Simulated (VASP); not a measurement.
# MgCdO (P-6m2) in VASP: a series of runs

MgCdO is run at these levels: PBE; tasks: single point, relaxation of cell and atoms.

Everything below comes from runs of VASP 6.6.1. Logs are shortened: lines on timing, memory, paths and dates and some standing lists are left out, and cuts for length are marked.

**1. The cell of the first run**

The structure is hexagonal, space group P-6m2 (No. 187). The conventional cell has a = 3.912 Å, b = 3.912 Å, c = 3.896 Å, α = 90.00°, β = 90.00°, γ = 120.00°. Within 4.0 Å of Mg (site symmetry -6m2) lie 6 Cd at 2.98 Å and 6 O at 2.98 Å and 8 Mg at 3.90 to 3.91 Å. Within 3.0 Å of Cd (site symmetry -6m2) lie 3 O at 2.26 Å and 6 Mg at 2.98 Å. Within 3.0 Å of O (site symmetry -6m2) lie 3 Cd at 2.26 Å and 6 Mg at 2.98 Å.

The cell was built from a structure type or drawn by symmetry, and may not be a known phase.

**2. Single point, PBE**

Input file INCAR:

```
SYSTEM = MgCdO
PREC = Accurate ; ENCUT = 750
EDIFF = 1E-6 ; ISMEAR = 0
SIGMA = 0.1 ; LREAL = .FALSE.
LASPH = .TRUE. ; NELM = 120
ALGO = Normal ; ISIF = 2
LWAVE = .FALSE. ; LCHARG = .TRUE.
GGA = PE ; LELF = .TRUE.
LVHAR = .TRUE. ; NBANDS = 25
GGA_COMPAT = .FALSE.
```

Input file KPOINTS:

```
regular mesh
0
G
  6 6 6
  0 0 0
```

Input file POSCAR:

```
MgCdO
1.0
    3.9124195102     -0.0000000030      0.0000000000
   -1.9562097525      3.3882546876      0.0000000000
    0.0000000000      0.0000000000      3.8960932519
Mg Cd O
1 1 1
Direct
    0.0000000000      0.0000000000      0.5000000000
    0.3333333333      0.6666666667      0.0000000000
    0.6666666667      0.3333333333      0.0000000000
```

Potentials or basis: VASP PAW PBE potentials, release 64 (Mg_sv, Cd_sv_GW, O).

The run is started by

```console
$ cat potpaw_PBE.64/Mg_sv/POTCAR potpaw_PBE.64/Cd_sv_GW/POTCAR potpaw_PBE.64/O/POTCAR > POTCAR
$ mpirun -np 1 vasp_std > vasp.out
```

OUTCAR:

```text
SYSTEM = MgCdO
   PREC = Accurate
   ENCUT = 750
   EDIFF = 1E-6
   ISMEAR = 0
   LREAL = .FALSE.
   LASPH = .TRUE.
   NELM = 120
   ISIF = 2
   GGA = PE

 ion  position               nearest neighbor table
   1  0.000  0.000  0.500-
   2  0.333  0.667  0.000-   3 2.26   3 2.26   3 2.26
   3  0.667  0.333  0.000-   2 2.26   2 2.26   2 2.26

  LATTYP: Found a hexagonal cell.
 ALAT       =     3.9124195102
 C/A-ratio  =     0.9958270686

  Lattice vectors:

 A1 = (   3.9124195102,  -0.0000000030,   0.0000000000)
 A2 = (  -1.9562097525,   3.3882546876,   0.0000000000)
 A3 = (   0.0000000000,   0.0000000000,   3.8960932519)

Analysis of symmetry for initial positions (statically):
=====================================================================
 Subroutine PRICEL returns:
 Original cell was already a primitive cell.

 Routine SETGRP: Setting up the symmetry group for a
 hexagonal supercell.

 Subroutine GETGRP returns: Found 12 space group operations
 (whereof 12 operations were pure point group operations)
 out of a pool of 24 trial point group operations.

The static configuration has the point symmetry D_3h.

Analysis of symmetry for dynamics (positions and initial velocities):
=====================================================================
 Subroutine PRICEL returns:
 Original cell was already a primitive cell.

 Routine SETGRP: Setting up the symmetry group for a
 hexagonal supercell.

 Subroutine GETGRP returns: Found 12 space group operations
 (whereof 12 operations were pure point group operations)
 out of a pool of 24 trial point group operations.

The dynamic configuration has the point symmetry D_3h.

 Subroutine INISYM returns: Found 12 space group operations
 (whereof 12 operations are pure point group operations),
 and found     1 'primitive' translations

----------------------------------------------------------------------------------------

                                     Primitive cell

  volume of cell :      51.6477

  direct lattice vectors                    reciprocal lattice vectors
     3.912419510 -0.000000003  0.000000000     0.255596313  0.147568600  0.000000000
    -1.956209752  3.388254688  0.000000000     0.000000000  0.295137200  0.000000000
     0.000000000  0.000000000  3.896093252     0.000000000  0.000000000  0.256667368

  length of vectors
     3.912419510  3.912419510  3.896093252     0.295137200  0.295137200  0.256667368

  position of ions in fractional coordinates (direct lattice)
     0.000000000  0.000000000  0.500000000
     0.333333333  0.666666667  0.000000000
     0.666666667  0.333333333  0.000000000

  ion indices of the primitive-cell ions
   primitive index   ion index
                 1           1
                 2           2
                 3           3

----------------------------------------------------------------------------------------

 KPOINTS: regular mesh

Automatic generation of k-mesh.
 Grid dimensions read from file:
 generate k-points for:    6    6    6

 Generating k-lattice:

  Cartesian coordinates                     Fractional coordinates (reciprocal lattice)
     0.042599385  0.024594767  0.000000000     0.166666667  0.000000000  0.000000000
     0.000000000  0.049189533  0.000000000     0.000000000  0.166666667  0.000000000
     0.000000000  0.000000000  0.042777895     0.000000000  0.000000000  0.166666667

  Length of vectors
     0.049189533  0.049189533  0.042777895

  Shift w.r.t. Gamma in fractional coordinates (k-lattice)
     0.000000000  0.000000000  0.000000000

 Subroutine IBZKPT returns following result:
 ===========================================

 Found     28 irreducible k-points:

 Following reciprocal coordinates:
            Coordinates               Weight
  0.000000  0.000000  0.000000      1.000000
  0.166667  0.000000  0.000000      6.000000
  0.333333  0.000000  0.000000      6.000000
  0.500000  0.000000  0.000000      3.000000
  0.166667  0.166667  0.000000      6.000000
  0.333333  0.166667  0.000000     12.000000
[... 16 lines left out ...]
  0.166667  0.000000  0.500000      6.000000
  0.333333  0.000000  0.500000      6.000000
 [... further k-points ...]
   k-points           NKPTS =     28   k-points in BZ     NKDIM =     28   number of bands    NBANDS=     25
   number of dos      NEDOS =    301   number of ions     NIONS =      3
   total plane-waves  NPLWV =  46656
   dimension x,y,z NGX =    36 NGY =   36 NGZ =   36
   dimension x,y,z NGXF=    72 NGYF=   72 NGZF=   72
   ions per type =               1   1   1
   NGX,Y,Z   is equivalent  to a cutoff of  15.30, 15.30, 15.36 a.u.
   NGXF,Y,Z  is equivalent  to a cutoff of  30.59, 30.59, 30.72 a.u.
 SYSTEM =  MgCdO
   PREC   = accura    normal or accurate (medium, high low for compatibility)
   ISTART =      0    job   : 0-new  1-cont  2-samecut
   ICHARG =      2    charge: 1-file 2-atom 10-const
   ISPIN  =      1    spin polarized calculation?
   LNONCOLLINEAR =      F non collinear calculations
   LSORBIT =      F    spin-orbit coupling
   LASPH  =      T    aspherical Exc in radial PAW
   ENCUT  =  750.0 eV  55.12 Ry    7.42 a.u.   8.74  8.74  8.70*2*pi/ulx,y,z
   NELM   =    120;   NELMIN=  2; NELMDL= -5     # of ELM steps
   EDIFF  = 0.1E-05   stopping-criterion for ELM
   LREAL  =      F    real-space projection
[... 7 lines left out ...]
   TEBEG  =    0.0;   TEEND  =   0.0 temperature during run
   PSTRESS=    0.0 pullay stress
   NELECT =      36.0000    total number of electrons
   NUPDOWN=      -1.0000    fix difference up-down
   EMIN   =  10.00;   EMAX   =-10.00  energy-range for DOS
   EFERMI =   0.00;   METHOD = LEGACY
   ISMEAR =     0;   SIGMA  =   0.10  broadening in eV -4-tet -1-fermi 0-gaus
   EFERMI_NEDOS =   21; number of points for ismear=-14 and -15
   IALGO  =     38    algorithm
   IMIX   =      4    mixing-type and parameters
     AMIX     =   0.40;   BMIX     =  1.00
     AMIX_MAG =   1.60;   BMIX_MAG =  1.00
  volume/ion in A,a.u.               =      17.22       116.18
  Fermi-wavevector in a.u.,A,eV,Ry     =   1.451528  2.742990 28.666568  2.106933
  Thomas-Fermi vector in A             =   2.569015
   LORBIT       =      0    0 simple, 1 ext, 2 COOP (PROOUT), +10 PAW based schemes
   GGA     = PE    functional components
   LHFCALC =     F    Hartree Fock is set to
   AEXX    =    0.0000 exact exchange contribution
   IVDW    =     0    specifies the selected vdW correction
   LEPSILON=     F    determine dielectric tensor
   LRPA    =     F    only Hartree local field effects (RPA)
 non-spin polarized calculation
 Gauss-broadening in eV      SIGMA  =   0.10
  energy-cutoff  :      750.00
  volume of cell :       51.65
 maximum number of plane-waves:      2429
 NGX is ok and might be reduce to    36
   NGX = 17   NGY = 17   NGZ = 17

 number of electron      36.0000004 magnetization

 Free energy of the ion-electron system (eV)
  ---------------------------------------------------
  ext. energy  EPLUGINS =         0.00000000
  ---------------------------------------------------
  free energy    TOTEN  =        -8.53796060 eV

  energy without entropy =       -8.53709012  energy(sigma->0) =       -8.53752536

 E-fermi :   4.1638     XC(G=0): -10.1602

 val. band max:        4.0734647895   @ k =   0.3333   0.3333   0.3333
 cond. band min:       4.1656223805   @ k =   0.0000   0.0000   0.5000
 fundamental gap:      0.0921575910
 Fermi energy:         4.1637815830

 k-point     1 :       0.0000    0.0000    0.0000
  band No.  band energies     occupation
      1     -98.4371      2.00000
      2     -72.5492      2.00000
      3     -59.5346      2.00000
      4     -59.4654      2.00000
      5     -59.4654      2.00000
      6     -39.3370      2.00000
[... 17 lines left out ...]
     24      13.6579      0.00000
     25      13.6579      0.00000

 k-point     2 :       0.1667    0.0000    0.0000
  band No.  band energies     occupation
      1     -98.4371      2.00000
      2     -72.5492      2.00000
      3     -59.5346      2.00000
      4     -59.4657      2.00000
      5     -59.4655      2.00000
      6     -39.3371      2.00000
[... 17 lines left out ...]
     24      14.2798      0.00000
     25      14.7301      0.00000

 k-point     3 :       0.3333    0.0000    0.0000
  band No.  band energies     occupation
      1     -98.4371      2.00000
      2     -72.5492      2.00000
      3     -59.5345      2.00000
      4     -59.4663      2.00000
      5     -59.4656      2.00000
      6     -39.3371      2.00000
[... 17 lines left out ...]
     24      13.5560      0.00000
     25      16.0498      0.00000

 k-point     4 :       0.5000    0.0000    0.0000
  band No.  band energies     occupation
      1     -98.4371      2.00000
      2     -72.5491      2.00000
      3     -59.5345      2.00000
      4     -59.4666      2.00000
      5     -59.4657      2.00000
      6     -39.3369      2.00000
[... 17 lines left out ...]
     24      12.9403      0.00000
     25      15.1888      0.00000
[... 477 lines left out ...]
 k-point    22 :       0.0000    0.0000    0.5000
  band No.  band energies     occupation
      1     -98.4371      2.00000
      2     -72.5490      2.00000
      3     -59.5353      2.00000
      4     -59.4653      2.00000
      5     -59.4653      2.00000
      6     -39.3384      2.00000
[... 17 lines left out ...]
     24      13.3565      0.00000
     25      13.4314      0.00000

 k-point    23 :       0.1667    0.0000    0.5000
  band No.  band energies     occupation
      1     -98.4371      2.00000
      2     -72.5491      2.00000
      3     -59.5353      2.00000
      4     -59.4657      2.00000
      5     -59.4654      2.00000
      6     -39.3384      2.00000
[... 17 lines left out ...]
     24      12.6008      0.00000
     25      14.8402      0.00000

 k-point    24 :       0.3333    0.0000    0.5000
  band No.  band energies     occupation
      1     -98.4371      2.00000
      2     -72.5491      2.00000
      3     -59.5352      2.00000
      4     -59.4663      2.00000
      5     -59.4656      2.00000
      6     -39.3383      2.00000
[... 17 lines left out ...]
     24      12.4413      0.00000
     25      16.4206      0.00000

 [... further k-points ...]

------------------------ aborting loop because EDIFF is reached ----------------------------------------

  FORCE on cell =-STRESS in cart. coord.  units (eV):
  Direction    XX          YY          ZZ          XY          YZ          ZX
  --------------------------------------------------------------------------------------
  -------------------------------------------------------------------------------------
  Total       -0.1013579     -0.1013579     -0.0402699     -0.0000000      0.0000000      0.0000000
  in kB       -3.1442511     -3.1442511     -1.2492239     -0.0000000      0.0000000      0.0000000
  external PRESSURE =      -2.5125753 kB  Pullay stress =       0.0000000 kB

 VOLUME and BASIS-vectors are now :
 -----------------------------------------------------------------------------
  energy-cutoff  :      750.00
  volume of cell :       51.65
      direct lattice vectors                 reciprocal lattice vectors
     3.912419510 -0.000000003  0.000000000     0.255596313  0.147568600  0.000000000
    -1.956209752  3.388254688  0.000000000     0.000000000  0.295137200  0.000000000
     0.000000000  0.000000000  3.896093252     0.000000000  0.000000000  0.256667368

 POSITION                                       TOTAL-FORCE (eV/Angst)
 -----------------------------------------------------------------------------------
      0.00000      0.00000      1.94805         0.000000     -0.000000      0.000000
      0.00000      2.25884      0.00000        -0.000000      0.000000      0.000000
      1.95621      1.12942      0.00000         0.000000     -0.000000      0.000000
 -----------------------------------------------------------------------------------
    total drift:                                0.000000     -0.000000     -0.000000

  FREE ENERGIE OF THE ION-ELECTRON SYSTEM (eV)
  ---------------------------------------------------
  free  energy   TOTEN  =        -8.5379605971 eV

  energy  without entropy=       -8.5370901242  energy(sigma->0) =       -8.53752536
```

Wall time 34 s (1 thread of AMD EPYC 9R45 (Zen 5), shared host); peak memory 0.22 GiB.

What came out:

```
Free energy            : -8.5380 eV
Pressure               : -0.3 GPa
Band gap on the k mesh : zero (bands 18 and 19 overlap by 1.06 eV)
```

Stress tensor (GPa, compression positive):
```
-0.31  0.00  0.00
 0.00 -0.31  0.00
 0.00  0.00 -0.12
```

Levels at points of the mesh, in eV from the Fermi level:
| k point | band 16 | band 17 | band 18 | band 19 | band 20 | band 21 |
| --- | --- | --- | --- | --- | --- | --- |
| (0.00, 0.00, 0.00) | -3.13 | -2.41 | -2.41 | 4.81 | 4.83 | 5.09 |
| (0.50, 0.00, 0.00) | -3.69 | -2.43 | -1.00 | 0.84 | 5.08 | 5.15 |
| (0.00, 0.00, 0.50) | -2.32 | -2.32 | -2.18 | 0.00 | 7.31 | 7.31 |
| (0.50, 0.00, 0.50) | -3.52 | -3.41 | -1.01 | 1.68 | 2.41 | 3.07 |

[end of part 1 of 2]
